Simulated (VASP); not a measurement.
A run of VASP 6.6.1 is set up as follows.

INCAR

```
SYSTEM = Au
PREC = Accurate ; ENCUT = 520
EDIFF = 1E-6 ; ISMEAR = 0
SIGMA = 0.15 ; LREAL = .False.
LASPH = .True. ; NELM = 100
ALGO = Fast ; ISIF = 2
LWAVE = .False. ; LCHARG = .False.
GGA = PS ; NBANDS = 12
```

File KPOINTS:

```
Automatic mesh
0
Gamma
  20 20 20
  0 0 0
```

POSCAR

```
Au
1.0
   -1.6572690000      1.6572690000      1.6158372750
    1.6572690000     -1.6572690000      1.6158372750
    1.6572690000      1.6572690000     -1.6158372750
Au
1
Direct
    0.0000000000      0.0000000000      0.0000000000
```

Potentials or basis: VASP PAW PBE potentials, release 64 (Au).

Run with:

```console
$ cat potpaw_PBE.64/Au/POTCAR > POTCAR
$ mpirun -np 1 vasp_std > vasp.out
```

Estimate the pressure.

-6.4 GPa.

Stress tensor (GPa, compression positive):
```
-6.41  0.00  0.00
 0.00 -6.41  0.00
 0.00  0.00 -6.49
```

Caveat: the cell differs from its parent crystal (strain +0.000 along x and y, -0.025 along z); the PAW data sets were made with another functional, which shifts forces and pressure a little.
